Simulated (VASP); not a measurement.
# CsI (Pm-3m) in VASP: further runs

The runs below take CsI through single point, with PBE.

Everything below comes from runs of VASP 6.6.1. Logs are shortened: lines on timing, memory, paths and dates and some standing lists are left out, and cuts for length are marked.

## Step 1: The cell of the first run

The structure is cubic, space group Pm-3m (No. 221). Conventional cell: a = 4.570 Å, b = 4.570 Å, c = 4.570 Å, α = 90.00°, β = 90.00°, γ = 90.00°. Cs (site symmetry m-3m) has 8 I at 3.96 Å and 6 Cs at 4.57 Å within 5.2 Å. I (site symmetry m-3m) has 8 Cs at 3.96 Å and 6 I at 4.57 Å within 5.2 Å.

## Step 2: Single point, PBE (volume changed by -6%)

Contents of INCAR:

```
PREC = Accurate
ENCUT = 500
EDIFF = 1E-6
ISMEAR = 0
SIGMA = 0.01
LREAL = F
LASPH = T
NELM = 120
ALGO = Normal
ISIF = 2
LWAVE = F
LCHARG = F
GGA = PE
NBANDS = 15
GGA_COMPAT = F
```

Contents of KPOINTS:

```
regular mesh
0
Gamma
  4 4 4
```

Contents of POSCAR:

```
CsI
1.0
    4.5702632879      0.0000000000      0.0000000000
    0.0000000000      4.5702632879      0.0000000000
    0.0000000000      0.0000000000      4.5702632879
Cs I
1 1
Direct
    0.0000000000      0.0000000000      0.0000000000
    0.5000000000      0.5000000000      0.5000000000
```

Potentials or basis: VASP PAW PBE potentials, release 64 (Cs_sv, I).

Started as:

```sh
$ cat potpaw_PBE.64/Cs_sv/POTCAR potpaw_PBE.64/I/POTCAR > POTCAR
$ mpirun -np 1 vasp_std > vasp.out
```

OUTCAR:

```text
PREC = Accurate
   ENCUT = 500
   EDIFF = 1E-6
   ISMEAR = 0
   LREAL = F
   LASPH = T
   NELM = 120
   ISIF = 2
   GGA = PE

 ion  position               nearest neighbor table
   1  0.000  0.000  0.000-
   2  0.500  0.500  0.500-

  LATTYP: Found a simple cubic cell.
 ALAT       =     4.5702632879

  Lattice vectors:

 A1 = (   4.5702632879,   0.0000000000,   0.0000000000)
 A2 = (   0.0000000000,   4.5702632879,   0.0000000000)
 A3 = (   0.0000000000,   0.0000000000,   4.5702632879)

Analysis of symmetry for initial positions (statically):
=====================================================================
 Subroutine PRICEL returns:
 Original cell was already a primitive cell.

 Routine SETGRP: Setting up the symmetry group for a
 simple cubic supercell.

 Subroutine GETGRP returns: Found 48 space group operations
 (whereof 48 operations were pure point group operations)
 out of a pool of 48 trial point group operations.

The static configuration has the point symmetry O_h .

Analysis of symmetry for dynamics (positions and initial velocities):
=====================================================================
 Subroutine PRICEL returns:
 Original cell was already a primitive cell.

 Routine SETGRP: Setting up the symmetry group for a
 simple cubic supercell.

 Subroutine GETGRP returns: Found 48 space group operations
 (whereof 48 operations were pure point group operations)
 out of a pool of 48 trial point group operations.

The dynamic configuration has the point symmetry O_h .

 Subroutine INISYM returns: Found 48 space group operations
 (whereof 48 operations are pure point group operations),
 and found     1 'primitive' translations

----------------------------------------------------------------------------------------

                                     Primitive cell

  volume of cell :      95.4605

  direct lattice vectors                    reciprocal lattice vectors
     4.570263288  0.000000000  0.000000000     0.218805775  0.000000000  0.000000000
     0.000000000  4.570263288  0.000000000     0.000000000  0.218805775  0.000000000
     0.000000000  0.000000000  4.570263288     0.000000000  0.000000000  0.218805775

  length of vectors
     4.570263288  4.570263288  4.570263288     0.218805775  0.218805775  0.218805775

  position of ions in fractional coordinates (direct lattice)
     0.000000000  0.000000000  0.000000000
     0.500000000  0.500000000  0.500000000

  ion indices of the primitive-cell ions
   primitive index   ion index
                 1           1
                 2           2

----------------------------------------------------------------------------------------

 KPOINTS: regular mesh

Automatic generation of k-mesh.
 Grid dimensions read from file:
 generate k-points for:    4    4    4

 Generating k-lattice:

  Cartesian coordinates                     Fractional coordinates (reciprocal lattice)
     0.054701444  0.000000000  0.000000000     0.250000000  0.000000000  0.000000000
     0.000000000  0.054701444  0.000000000     0.000000000  0.250000000  0.000000000
     0.000000000  0.000000000  0.054701444     0.000000000  0.000000000  0.250000000

  Length of vectors
     0.054701444  0.054701444  0.054701444

  Shift w.r.t. Gamma in fractional coordinates (k-lattice)
     0.000000000  0.000000000  0.000000000

 Subroutine IBZKPT returns following result:
 ===========================================

 Found     10 irreducible k-points:

 Following reciprocal coordinates:
            Coordinates               Weight
  0.000000  0.000000  0.000000      1.000000
  0.250000  0.000000  0.000000      6.000000
  0.500000  0.000000  0.000000      3.000000
  0.250000  0.250000  0.000000     12.000000
  0.500000  0.250000  0.000000     12.000000
  0.500000  0.500000  0.000000      3.000000
  0.250000  0.250000  0.250000      8.000000
  0.500000  0.250000  0.250000     12.000000
  0.500000  0.500000  0.250000      6.000000
  0.500000  0.500000  0.500000      1.000000
   k-points           NKPTS =     10   k-points in BZ     NKDIM =     10   number of bands    NBANDS=     15
   number of dos      NEDOS =    301   number of ions     NIONS =      2
   total plane-waves  NPLWV =  46656
   dimension x,y,z NGX =    36 NGY =   36 NGZ =   36
   dimension x,y,z NGXF=    72 NGYF=   72 NGZF=   72
   ions per type =               1   1
   NGX,Y,Z   is equivalent  to a cutoff of  13.10, 13.10, 13.10 a.u.
   NGXF,Y,Z  is equivalent  to a cutoff of  26.19, 26.19, 26.19 a.u.
 SYSTEM =  unknown system
   PREC   = accura    normal or accurate (medium, high low for compatibility)
   ISTART =      0    job   : 0-new  1-cont  2-samecut
   ICHARG =      2    charge: 1-file 2-atom 10-const
   ISPIN  =      1    spin polarized calculation?
   LNONCOLLINEAR =      F non collinear calculations
   LSORBIT =      F    spin-orbit coupling
   LASPH  =      T    aspherical Exc in radial PAW
   ENCUT  =  500.0 eV  36.75 Ry    6.06 a.u.   8.33  8.33  8.33*2*pi/ulx,y,z
   NELM   =    120;   NELMIN=  2; NELMDL= -5     # of ELM steps
   EDIFF  = 0.1E-05   stopping-criterion for ELM
   LREAL  =      F    real-space projection
   EDIFFG = 0.1E-04   stopping-criterion for IOM
   NSW    =      0    number of steps for IOM
   IBRION =     -1    ionic relax: 0-MD 1-quasi-New 2-CG
   NFREE  =      0    steps in history (QN), initial steepest desc. (CG)
   ISIF   =      2    stress and relaxation
   ISYM   =      2    0-nonsym 1-usesym 2-fastsym
   POTIM  = 0.5000    time-step for ionic-motion
   TEBEG  =    0.0;   TEEND  =   0.0 temperature during run
   PSTRESS=    0.0 pullay stress
   NELECT =      16.0000    total number of electrons
   NUPDOWN=      -1.0000    fix difference up-down
   EMIN   =  10.00;   EMAX   =-10.00  energy-range for DOS
   EFERMI =   0.00;   METHOD = LEGACY
   ISMEAR =     0;   SIGMA  =   0.01  broadening in eV -4-tet -1-fermi 0-gaus
   EFERMI_NEDOS =   21; number of points for ismear=-14 and -15
   IALGO  =     38    algorithm
   IMIX   =      4    mixing-type and parameters
     AMIX     =   0.40;   BMIX     =  1.00
     AMIX_MAG =   1.60;   BMIX_MAG =  1.00
  volume/ion in A,a.u.               =      47.73       322.10
  Fermi-wavevector in a.u.,A,eV,Ry     =   0.902624  1.705712 11.085079  0.814730
  Thomas-Fermi vector in A             =   2.025850
   LORBIT       =      0    0 simple, 1 ext, 2 COOP (PROOUT), +10 PAW based schemes
   GGA     = PE    functional components
   LHFCALC =     F    Hartree Fock is set to
   AEXX    =    0.0000 exact exchange contribution
   IVDW    =     0    specifies the selected vdW correction
   LEPSILON=     F    determine dielectric tensor
   LRPA    =     F    only Hartree local field effects (RPA)
 non-spin polarized calculation
 Gauss-broadening in eV      SIGMA  =   0.01
  energy-cutoff  :      500.00
  volume of cell :       95.46
 maximum number of plane-waves:      2469
 NGX is ok and might be reduce to    36
   NGX = 17   NGY = 17   NGZ = 17

 number of electron      16.0000003 magnetization

 Free energy of the ion-electron system (eV)
  ---------------------------------------------------
  ext. energy  EPLUGINS =         0.00000000
  ---------------------------------------------------
  free energy    TOTEN  =        -5.42576502 eV

  energy without entropy =       -5.42576502  energy(sigma->0) =       -5.42576502

 E-fermi :   0.8572     XC(G=0):  -7.7576

 val. band max:        0.8022320940   @ k =   0.5000   0.5000   0.0000
 cond. band min:       4.6687613334   @ k =   0.0000   0.0000   0.0000
 fundamental gap:      3.8665292393
 Fermi energy:         0.8571969434

 k-point     1 :       0.0000    0.0000    0.0000
  band No.  band energies     occupation
      1     -19.5951      2.00000
      2      -9.8510      2.00000
      3      -6.2959      2.00000
      4      -6.2959      2.00000
      5      -6.2959      2.00000
      6       0.7130      2.00000
      7       0.7130      2.00000
      8       0.7130      2.00000
      9       4.6688      0.00000
     10       4.9842      0.00000
     11       4.9842      0.00000
     12       8.5551      0.00000
     13       8.5551      0.00000
     14       8.5551      0.00000
     15      10.9847      0.00000

 k-point     2 :       0.2500    0.0000    0.0000
  band No.  band energies     occupation
      1     -19.5828      2.00000
      2      -9.8563      2.00000
      3      -6.3710      2.00000
      4      -6.2647      2.00000
      5      -6.2647      2.00000
      6      -0.1351      2.00000
      7       0.6379      2.00000
      8       0.6379      2.00000
      9       5.3496      0.00000
     10       5.7841      0.00000
     11       6.2390      0.00000
     12       8.4590      0.00000
     13       8.4590      0.00000
     14       8.8219      0.00000
     15       9.0393      0.00000

 k-point     3 :       0.5000    0.0000    0.0000
  band No.  band energies     occupation
      1     -19.5706      2.00000
      2      -9.8648      2.00000
      3      -6.4300      2.00000
      4      -6.2329      2.00000
      5      -6.2329      2.00000
      6      -0.7537      2.00000
      7       0.5596      2.00000
      8       0.5596      2.00000
      9       5.9986      0.00000
     10       7.2777      0.00000
     11       7.5201      0.00000
     12       7.6188      0.00000
     13       8.6944      0.00000
     14       8.6944      0.00000
     15       9.1974      0.00000

 k-point     4 :       0.2500    0.2500    0.0000
  band No.  band energies     occupation
      1     -19.5713      2.00000
      2      -9.8163      2.00000
      3      -6.4808      2.00000
      4      -6.3377      2.00000
      5      -6.2393      2.00000
      6      -0.1463      2.00000
      7       0.2500      2.00000
      8       0.6582      2.00000
      9       5.8082      0.00000
     10       6.0333      0.00000
     11       6.8791      0.00000
     12       7.5481      0.00000
     13       8.4471      0.00000
     14       8.7466      0.00000
     15       9.4787      0.00000

 k-point     5 :       0.5000    0.2500    0.0000
  band No.  band energies     occupation
      1     -19.5596      2.00000
      2      -9.7774      2.00000
      3      -6.5379      2.00000
      4      -6.4546      2.00000
      5      -6.2135      2.00000
      6      -0.4117      2.00000
      7       0.2146      2.00000
      8       0.6754      2.00000
      9       5.7473      0.00000
     10       6.3217      0.00000
     11       7.5730      0.00000
     12       7.6235      0.00000
     13       7.7322      0.00000
     14       9.0199      0.00000
     15       9.8296      0.00000

 k-point     6 :       0.5000    0.5000    0.0000
  band No.  band energies     occupation
      1     -19.5486      2.00000
      2      -9.6826      2.00000
      3      -6.6566      2.00000
      4      -6.6566      2.00000
      5      -6.1939      2.00000
      6      -0.0570      2.00000
      7      -0.0570      2.00000
      8       0.8022      2.00000
      9       5.0439      0.00000
     10       5.7219      0.00000
     11       6.8983      0.00000
     12       6.8983      0.00000
     13      10.3267      0.00000
     14      10.4186      0.00000
     15      10.5230      0.00000

 k-point     7 :       0.2500    0.2500    0.2500
  band No.  band energies     occupation
      1     -19.5601      2.00000
      2      -9.7621      2.00000
      3      -6.4378      2.00000
      4      -6.4378      2.00000
      5      -6.3574      2.00000
      6       0.0762      2.00000
      7       0.1096      2.00000
      8       0.1096      2.00000
      9       6.7706      0.00000
     10       6.7706      0.00000
     11       6.9974      0.00000
     12       7.0889      0.00000
     13       7.8033      0.00000
     14       7.8033      0.00000
     15      11.1179      0.00000

 k-point     8 :       0.5000    0.2500    0.2500
  band No.  band energies     occupation
      1     -19.5490      2.00000
      2      -9.7065      2.00000
      3      -6.5664      2.00000
      4      -6.4371      2.00000
      5      -6.3935      2.00000
      6      -0.3318      2.00000
      7      -0.0322      2.00000
      8       0.3188      2.00000
      9       6.3063      0.00000
     10       6.6220      0.00000
     11       6.7604      0.00000
     12       8.1489      0.00000
     13       8.6502      0.00000
     14       8.7817      0.00000
     15      10.5536      0.00000

 k-point     9 :       0.5000    0.5000    0.2500
  band No.  band energies     occupation
      1     -19.5382      2.00000
      2      -9.6312      2.00000
      3      -6.6022      2.00000
      4      -6.6022      2.00000
      5      -6.3753      2.00000
      6      -0.2829      2.00000
      7      -0.2829      2.00000
      8       0.0577      2.00000
      9       6.1525      0.00000
     10       7.1782      0.00000
     11       7.2239      0.00000
     12       7.2239      0.00000
     13       9.8002      0.00000
     14       9.8002      0.00000
     15      10.5127      0.00000

 k-point    10 :       0.5000    0.5000    0.5000
  band No.  band energies     occupation
      1     -19.5279      2.00000
      2      -9.5781      2.00000
      3      -6.5455      2.00000
      4      -6.5455      2.00000
      5      -6.5455      2.00000
      6      -0.5012      2.00000
      7      -0.5012      2.00000
      8      -0.5012      2.00000
      9       7.9675      0.00000
     10       7.9675      0.00000
     11       7.9675      0.00000
     12       8.6491      0.00000
     13       8.6491      0.00000
     14       8.6491      0.00000
     15      10.5787      0.00000

------------------------ aborting loop because EDIFF is reached ----------------------------------------

  FORCE on cell =-STRESS in cart. coord.  units (eV):
  Direction    XX          YY          ZZ          XY          YZ          ZX
  --------------------------------------------------------------------------------------
  -------------------------------------------------------------------------------------
  Total        0.4612508      0.4612508      0.4612508      0.0000000      0.0000000     -0.0000000
  in kB        7.7414805      7.7414805      7.7414805      0.0000000      0.0000000     -0.0000000
  external PRESSURE =       7.7414805 kB  Pullay stress =       0.0000000 kB

 VOLUME and BASIS-vectors are now :
 -----------------------------------------------------------------------------
  energy-cutoff  :      500.00
  volume of cell :       95.46
      direct lattice vectors                 reciprocal lattice vectors
     4.570263288  0.000000000  0.000000000     0.218805775  0.000000000  0.000000000
     0.000000000  4.570263288  0.000000000     0.000000000  0.218805775  0.000000000
     0.000000000  0.000000000  4.570263288     0.000000000  0.000000000  0.218805775

 POSITION                                       TOTAL-FORCE (eV/Angst)
 -----------------------------------------------------------------------------------
      0.00000      0.00000      0.00000         0.000000      0.000000      0.000000
      2.28513      2.28513      2.28513         0.000000      0.000000      0.000000
 -----------------------------------------------------------------------------------
    total drift:                               -0.000000      0.000000      0.000000

  FREE ENERGIE OF THE ION-ELECTRON SYSTEM (eV)
  ---------------------------------------------------
  free  energy   TOTEN  =        -5.4257650196 eV

  energy  without entropy=       -5.4257650196  energy(sigma->0) =       -5.42576502
```

Run time: 8.4 s. Hardware: 1 thread of AMD EPYC 9R45 (Zen 5), shared host; peak memory 0.17 GiB.

What came out:

```
Free energy            : -5.4258 eV
Pressure               : 0.8 GPa
Band gap on the k mesh : 3.87 eV, indirect (least direct gap 3.96 eV)
```

Caveat: the cell differs from its parent crystal (volume changed by -6%); spin-orbit coupling is left out, which moves the levels of the heavy elements. A k mesh can miss the band edges.

## Step 3: Single point, PBE

This run uses another cell than the first one, of 50.78 Å³/atom, 1.064 times its volume.

Contents of INCAR:

```
ALGO     = Normal         # electronic algorithm
EDIFF    = 1E-6           # SCF threshold, eV
ENCUT    = 500            # plane-wave cutoff, eV
GGA      = PE             # functional
GGA_COMPAT= False        
ISIF     = 2              # what is computed and relaxed
ISMEAR   = 0              # smearing method
LASPH    = True           # aspherical terms in the spheres
LCHARG   = True           # write CHGCAR
LELF     = True           # ELF
LREAL    = False          # projectors in reciprocal space
LVHAR    = True         
LWAVE    = False          # write WAVECAR
NBANDS   = 15             # bands
NELM     = 120            # most SCF steps
PREC     = Accurate       # precision mode
SIGMA    = 0.01           # smearing width, eV
```

Contents of KPOINTS:

```
k-points
0
Gamma
  4 4 4
```

Contents of POSCAR:

```
CsI
1.0
    4.6655043872      0.0000000000      0.0000000000
    0.0000000000      4.6655043872      0.0000000000
    0.0000000000      0.0000000000      4.6655043872
Cs I
1 1
Direct
    0.0000000000      0.0000000000      0.0000000000
    0.5000000000      0.5000000000      0.5000000000
```

Potentials or basis: VASP PAW PBE potentials, release 64 (Cs_sv, I).

Started as:

```sh
$ cat potpaw_PBE.64/Cs_sv/POTCAR potpaw_PBE.64/I/POTCAR > POTCAR
$ mpirun -np 1 vasp_std > vasp.out
```

It took 9.2 s on 1 thread of AMD EPYC 9R45 (Zen 5), shared host; peak memory 0.17 GiB.

The run converged. Its results:

```
Free energy            : -5.4408 eV
Pressure               : 0.0 GPa
Band gap on the k mesh : 3.68 eV, indirect (least direct gap 3.77 eV)
```

Levels at points of the mesh, in eV from the valence-band top:
```tsv
k point	band 6	band 7	band 8	band 9	band 10	band 11
(0.00, 0.00, 0.00)	-0.10	-0.10	-0.10	3.68	4.27	4.27
(0.50, 0.00, 0.00)	-1.41	-0.21	-0.21	5.21	6.22	6.44
(0.50, 0.50, 0.00)	-0.81	-0.81	0.00	4.24	4.89	6.07
(0.50, 0.50, 0.50)	-1.16	-1.16	-1.16	6.97	6.97	6.97
```

Caveat: spin-orbit coupling is left out, which moves the levels of the heavy elements.

## Step 4: Single point, PBE (volume changed by -3%)

Contents of INCAR:

```
SYSTEM = CsI
PREC     = Accurate       ! precision mode
ENCUT    = 500            ! plane-wave cutoff, eV
EDIFF    = 1E-6           ! SCF threshold, eV
ISMEAR   = 0              ! smearing method
SIGMA    = 0.01           ! smearing width, eV
LREAL    = .False.        ! projectors in reciprocal space
LASPH    = .True.         ! aspherical terms in the spheres
NELM     = 120            ! most SCF steps
ALGO     = Normal         ! electronic algorithm
ISIF     = 2              ! what is computed and relaxed
LWAVE    = .False.        ! write WAVECAR
LCHARG   = .False.        ! write CHGCAR
GGA      = PE             ! functional
NBANDS   = 15             ! bands
GGA_COMPAT= .False.
```

Contents of KPOINTS:

```
Automatic mesh
0
Gamma
  4 4 4
  0 0 0
```

Contents of POSCAR:

```
CsI
1.0
    4.6183748580      0.0000000000      0.0000000000
    0.0000000000      4.6183748580      0.0000000000
    0.0000000000      0.0000000000      4.6183748580
Cs I
1 1
Direct
    0.0000000000      0.0000000000      0.0000000000
    0.5000000000      0.5000000000      0.5000000000
```

Started as:

```sh
$ cat potpaw_PBE.64/Cs_sv/POTCAR potpaw_PBE.64/I/POTCAR > POTCAR
$ mpirun -np 1 vasp_std > vasp.out
```

Wall time 8.3 s (1 thread of AMD EPYC 9R45 (Zen 5), shared host); peak memory 0.17 GiB.

Results (log left out):

```yaml
Free_energy: -5.4368 eV
Pressure: 0.4 GPa
Band_gap_on_the_k_mesh: 3.77 eV, indirect (least direct gap 3.86 eV)
```

Levels at points of the mesh, in eV from the valence-band top:
| k point | band 6 | band 7 | band 8 | band 9 | band 10 | band 11 |
| --- | --- | --- | --- | --- | --- | --- |
| (0.00, 0.00, 0.00) | -0.09 | -0.09 | -0.09 | 3.77 | 4.23 | 4.23 |
| (0.50, 0.00, 0.00) | -1.48 | -0.23 | -0.23 | 5.21 | 6.34 | 6.58 |
| (0.50, 0.50, 0.00) | -0.84 | -0.84 | 0.00 | 4.24 | 4.91 | 6.09 |
| (0.50, 0.50, 0.50) | -1.23 | -1.23 | -1.23 | 7.07 | 7.07 | 7.07 |

Caveat: the cell differs from its parent crystal (volume changed by -3%); spin-orbit coupling is left out, which moves the levels of the heavy elements. A k mesh can miss the band edges.

## Step 5: Overview

| cell | gap on the mesh (eV) | pressure (GPa) |
| --- | --- | --- |
| a = 4.570 Å, 2 atoms | 3.87 | 0.8 |
| a = 4.666 Å, 2 atoms | 3.68 | 0.0 |
| a = 4.618 Å, 2 atoms | 3.77 | 0.4 |

Alike in all rows: task single point; level PBE; potentials or basis VASP PAW PBE potentials, release 64 (Cs_sv, I); no spin polarisation; k mesh 4 × 4 × 4; cutoff (eV) 500; smearing gaussian 0.01 eV.

Caveats: spin-orbit coupling is left out, which moves the levels of the heavy elements.

Absolute energies hang on the potentials; compare differences alone.
